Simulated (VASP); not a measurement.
A run of VASP 6.6.1:

File INCAR:

```
SYSTEM = LuSe
ALGO = Normal
EDIFF = 1E-6
ENCUT = 520
GGA = PS
ISIF = 2
ISMEAR = -1
LASPH = .True.
LCHARG = .False.
LREAL = .False.
LWAVE = .False.
NBANDS = 22
NELM = 80
PREC = Accurate
SIGMA = 0.08
```

The input KPOINTS:

```
k-points
0
Gamma
  14 14 14
  0 0 0
```

File POSCAR:

```
LuSe
1.0
    0.0000000000      2.7572071501      2.7572071501
    2.7572071501      0.0000000000      2.7572071501
    2.7572071501      2.7572071501      0.0000000000
Lu Se
1 1
Direct
    0.0000000000      0.0000000000      0.0000000000
    0.5000000000      0.5000000000      0.5000000000
```

Potentials or basis: VASP PAW PBE potentials, release 64 (Lu, Se).

Launch:

```bash
$ cat potpaw_PBE.64/Lu/POTCAR potpaw_PBE.64/Se/POTCAR > POTCAR
$ mpirun -np 1 vasp_std > vasp.out
```

Hardware: 1 thread of Intel Xeon 8259CL, on a shared host.

**Question.** How long does it take, and how much memory?

**Answer.** Wall time 2.5 min on 1 thread of Intel Xeon 8259CL, with other jobs on the host, peak memory 0.26 GiB. Counts: scf iterations 12, k points 104.
